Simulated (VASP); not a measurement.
Write the native input for VASP 6.6.1 that does the following.

```yaml
Task: relaxation of cell and atoms
Functional: PBE
Potentials_or_basis: VASP PAW PBE potentials, release 64 (Sc_sv, Zn, C, N)
Cutoff: 600 eV
k_mesh: 4 × 4 × 4
Occupations: gaussian, width 0.1 eV
Spin: no spin polarisation
Dipole_correction: no
Further_INCAR_settings: ALGO = Fast; EDIFF = 1e-07; IBRION = 2; EDIFFG = -0.04; NSW = 90; ISIF = 3
```

The structure of ScZnC4N4 lies in POSCAR:

```
ScZnC4N4
1.0
    6.0038654500      0.0000000000      0.0000000000
    0.0000000000      6.0038654500      0.0000000000
    0.0000000000      0.0000000000      6.0038654500
Sc Zn C N
1 1 4 4
Direct
    0.0000000000      0.0000000000      0.0000000000
    0.5000000000      0.5000000000      0.5000000000
    0.1944417700      0.1944417700      0.1944417700
    0.1944417700      0.8055582300      0.8055582300
    0.8055582300      0.1944417700      0.8055582300
    0.8055582300      0.8055582300      0.1944417700
    0.3069525900      0.3069525900      0.3069525900
    0.3069525900      0.6930474100      0.6930474100
    0.6930474100      0.3069525900      0.6930474100
    0.6930474100      0.6930474100      0.3069525900
```

These files were run (other wordings do the same):

INCAR

```
PREC = Accurate ; ENCUT = 600
EDIFF = 1E-7 ; ISMEAR = 0
SIGMA = 0.1 ; LREAL = False
LASPH = True ; NELM = 100
ALGO = Fast ; ISIF = 3
LWAVE = False ; LCHARG = False
GGA = PE ; IBRION = 2
NSW = 90 ; EDIFFG = -0.04
```

KPOINTS

```
Automatic mesh
0
Gamma
  4 4 4
```

Potentials or basis: VASP PAW PBE potentials, release 64 (Sc_sv, Zn, C, N).

Run with:

```bash
$ cat potpaw_PBE.64/Sc_sv/POTCAR potpaw_PBE.64/Zn/POTCAR potpaw_PBE.64/C/POTCAR potpaw_PBE.64/N/POTCAR > POTCAR
$ mpirun -np 1 vasp_std > vasp.out
```

Results of the run:

* Relaxed volume: 24.25 Å³/atom
* Relaxed cell: a = 6.236 Å, b = 6.236 Å, c = 6.236 Å, α = 90.00°, β = 90.00°, γ = 90.00°
* Space group after relaxing (to 0.1 Å): P-43m (No. 215)
* Energy gained by relaxing: 143.9 meV/atom
* Ionic steps: 9
* Pressure after relaxing: 0.2 GPa
* Largest force after relaxing: 0.007 eV/Å
* Band gap on the k mesh: zero (an odd number of electrons rules out a gap without spin polarisation)

Caveat: an odd number of electrons without spin polarisation forces a metal; a magnetic or distorted state may lie lower.

It took 16 min on 1 thread of Oxide Virtual Turin-like Processor, with other jobs on the host, peak memory 0.38 GiB.
